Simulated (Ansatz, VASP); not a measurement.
Two plane-wave programs on SnH

```
Sn H
1.0
    -1.78154    1.78159    2.45279
     1.78154   -1.78159    2.45279
     1.78154    1.78159   -2.45279
Sn H
1 1
Cartesian
  0.0000 0.0000 0.0000
  0.0000 0.0000 2.4528
```

Alike in both runs: functional PBE; k mesh 14 × 14 × 14; occupations gaussian, width 0.1 eV; no spin polarisation.

Ansatz relaxed the structure, and its values are those at the end. VASP's run is a single point on that final structure, the one shown.

```csv
,VASP,Ansatz
version,VASP 6.6.1,Ansatz 0.2.0
potentials or method,"VASP PAW PBE potentials, release 64 (Sn_d, H), cutoff 520 eV","scalar-relativistic, plane waves, PAW"
valence electrons in the cell,15,15
```

|  | VASP | Ansatz | Ansatz less VASP |
| --- | --- | --- | --- |
| gap on the k mesh at the Fermi level (eV) | none | none | - |
| pressure (GPa) | 0.0 | 0.0 | +0.04 |

A gap of «none» marks a metal or a gap that the smearing closes. Ansatz's warnings: near symmetry operations not taken.
